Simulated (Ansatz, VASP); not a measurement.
# One calculation of Al2Pt, two programs

Contents of INCAR:

```
ALGO = Normal ; EDIFF = 1E-6
ENCUT = 520 ; GGA = PE
ISIF = 2 ; ISMEAR = -1
LASPH = T ; LCHARG = T
LELF = T ; LREAL = F
LVHAR = T ; LWAVE = F
NBANDS = 15 ; NELM = 80
PREC = Accurate ; SIGMA = 0.08
```

Contents of KPOINTS:

```
k-points
0
Gamma
  12 12 12
```

Contents of POSCAR:

```
Al2Pt
1.0
    0.0000000000      2.9550000000      2.9550000000
    2.9550000000      0.0000000000      2.9550000000
    2.9550000000      2.9550000000      0.0000000000
Al Pt
2 1
Direct
    0.2500000000      0.2500000000      0.2500000000
    0.7500000000      0.7500000000      0.7500000000
    0.0000000000      0.0000000000      0.0000000000
```

Input for Ansatz:

```yaml
crystal:
  lattice:
    - [0.0, 2.955, 2.955]
    - [2.955, 0.0, 2.955]
    - [2.955, 2.955, 0.0]
  atoms:
    - { symbol: Al, position: [0.25, 0.25, 0.25] }
    - { symbol: Al, position: [0.75, 0.75, 0.75] }
    - { symbol: Pt, position: [0.0, 0.0, 0.0] }
kpoints:
  mp_grid: { grid: [12, 12, 12] }
  band_path:
    path:
      - [0.0, 0.0, 0.0]
      - [0.5, 0.0, 0.5]
      - [0.625, 0.25, 0.625]
      - [0.375, 0.375, 0.75]
      - [0.0, 0.0, 0.0]
      - [0.5, 0.5, 0.5]
      - [0.5, 0.25, 0.75]
      - [0.5, 0.0, 0.5]
    npoints: 14
scf:
  occupations: { method: fermi_dirac, width: 0.08 }
hamiltonian:
  xc: pbe
  pseudopotentials: { kind: all_electron, lapw: { basis_error: 0.001 } }
output:
  forces: true
  stress: true
  eigenvalues: true
  populations: true
  dos: { projected: true, de: 0.2, e_range: [-14, 8] }
```

Alike in both runs: task single point; functional PBE; k mesh 12 × 12 × 12; occupations fermi-dirac, width 0.08 eV; no spin polarisation.

|  | VASP | Ansatz |
| --- | --- | --- |
| version | VASP 6.6.1 | Ansatz 0.2.0 |
| potentials or method | VASP PAW PBE potentials, release 64 (Al, Pt), cutoff 520 eV | all-electron LAPW, scalar-relativistic |

Ansatz gave:

- pressure (GPa): 2.5

Task: Which values does VASP return?

Result: Pressure (GPa): 2.3.

Ansatz ran all-electron here, and VASP with PAW potentials.

Spin-orbit coupling is off throughout.
